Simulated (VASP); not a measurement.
Be7S:

```
CELL_PARAMETERS angstrom
4.42203 0.00000 0.00000
0.00000 4.42203 0.00000
0.00000 0.00000 4.42203
ATOMIC_POSITIONS crystal
Be 0.67140 0.00000 0.00000
Be 0.32860 0.00000 0.00000
Be 0.00000 0.67140 0.00000
Be 0.00000 0.32860 0.00000
Be 0.00000 0.00000 0.67140
Be 0.00000 0.00000 0.32860
Be 0.00000 0.00000 0.00000
S 0.50000 0.50000 0.50000
```

The cell was generated, and may not be a known phase.

* Program: VASP 6.6.1
* Task: relaxation of cell and atoms
* Functional: PBE
* Potentials or basis: VASP PAW PBE potentials, release 64 (Be, S)
* Cutoff: 600 eV
* k mesh: 4 × 4 × 4
* Occupations: gaussian, width 0.2 eV
* Spin: no spin polarisation

At the start: pressure 67.1 GPa; volume 10.81 Å³/atom.

Question: How do energy, volume and symmetry change on relaxing?

Answer: Over 8 steps the energy falls by 1592.2 meV/atom and the volume is 24.44 Å³/atom (+126.1 %); space group Pm-3m (No. 221, to 0.1 Å) before and after.

The path:
| step | energy change (eV) | largest force (eV/Å) | pressure (GPa) | volume (Å³) |
| --- | --- | --- | --- | --- |
| 1 | 0.0000 | 0.7083 | 67.07 | 86.47 |
| 2 | -11.9660 | 0.6809 | 7.18 | 156.36 |
| 3 | -12.5305 | 0.7572 | 2.74 | 176.43 |
| 4 | -12.4250 | 0.7931 | -2.13 | 221.60 |
| 5 | -12.6489 | 0.8013 | -0.04 | 196.61 |
| 6 | -12.6516 | 0.7998 | 0.27 | 193.80 |
| 7 | -12.7349 | 0.1498 | -0.03 | 195.84 |
| 8 | -12.7378 | 0.0002 | 0.00 | 195.52 |

Final structure:
```yaml
crystal:
  lattice:
    - [5.80407, 0.00000, 0.00000]
    - [0.00000, 5.80407, 0.00000]
    - [0.00000, 0.00000, 5.80407]
  atoms:
    - { symbol: Be, position: [0.67575, 0.00000, 0.00000] }
    - { symbol: Be, position: [0.32425, 0.00000, 0.00000] }
    - { symbol: Be, position: [0.00000, 0.67575, 0.00000] }
    - { symbol: Be, position: [0.00000, 0.32425, 0.00000] }
    - { symbol: Be, position: [0.00000, 0.00000, 0.67575] }
    - { symbol: Be, position: [0.00000, 0.00000, 0.32425] }
    - { symbol: Be, position: [0.00000, 0.00000, 0.00000] }
    - { symbol: S, position: [0.50000, 0.50000, 0.50000] }
```

Caveat: the volume moved by over 15 % at a fixed basis, so the end points are rough.
